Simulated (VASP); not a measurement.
**LiBr: single point with PBE**

LiBr:

```
Li Br
1.0
     0.00000    2.80460    2.80460
     2.80460    0.00000    2.80460
     2.80460    2.80460    0.00000
Li Br
1 1
Direct
  0.00000 0.00000 0.00000
  0.50000 0.50000 0.50000
```

```yaml
Program: VASP 6.6.1
Task: single point
Functional: PBE
Potentials_or_basis: VASP PAW PBE potentials, release 64 (Li_sv, Br)
Cutoff: 750 eV
k_mesh: 6 × 6 × 6
Occupations: gaussian, width 0.01 eV
Spin: no spin polarisation
```

```
Pressure               : -1.3 GPa
Band gap on the k mesh : 4.70 eV, direct
```

Levels at points of the mesh, in eV from the valence-band top:
```
           k point  band 2  band 3  band 4  band 5  band 6  band 7  band 8  band 9
(0.00, 0.00, 0.00)  -13.25    0.00    0.00    0.00    4.70   10.45   10.45   10.45
(0.50, 0.00, 0.00)  -12.84   -2.64   -0.24   -0.24    5.59    8.08    8.08   11.19
(0.50, 0.50, 0.00)  -12.68   -2.62   -1.03   -1.03    6.16    7.20   11.15   12.05
```

Run time: 14 s on 1 thread of AMD EPYC 7R43 64-Core Processor (Zen 3), with other jobs on the host, peak memory 0.17 GiB.

As with any semilocal functional, this PBE gap is likely too small.
